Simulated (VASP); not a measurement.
Runs of VASP 6.6.1 on In. The structure is that of space group Pm-3m (No. 221), or close to it. The cells are those of the table. 

```tsv
task	cell	cutoff (eV)	gap on the mesh (eV)	pressure (GPa)
single point	a = 2.704 Å, 1 atom	520	none	30.1
single point	a = 2.764 Å, 1 atom	520	none	20.0
single point	a = 3.010 Å, 1 atom	520	none	0.0
relaxation of cell and atoms	relaxed from a = 3.060 Å, 1 atom	600	none	-0.1
relaxation of cell and atoms	relaxed to 30 GPa from a = 3.060 Å, 1 atom	600	none	30.2
relaxation of cell and atoms	relaxed to 20 GPa from a = 3.060 Å, 1 atom	600	none	20.0
single point	a = 2.851 Å, 1 atom	520	none	(a)
relaxation of cell and atoms	relaxed to 10 GPa from a = 3.060 Å, 1 atom	600	none	9.8
```

Alike in all rows: level PBEsol; potentials or basis VASP PAW PBE potentials, release 64 (In_d); no spin polarisation; k mesh 13 × 13 × 13; smearing gaussian 0.1 eV.

Q: Fill in the values left out.

A: (a) 10.0.

Caveats: the PAW data sets were made with another functional, which shifts forces and pressure a little; spin-orbit coupling is left out, which moves the levels of the heavy elements; the cell is relaxed towards a set pressure, so the enthalpy falls and the energy may rise (some runs).

A k mesh can miss the band edges, and the runs leave out spin-orbit coupling on In.

A gap of «none» marks levels without a gap at the run's occupations.
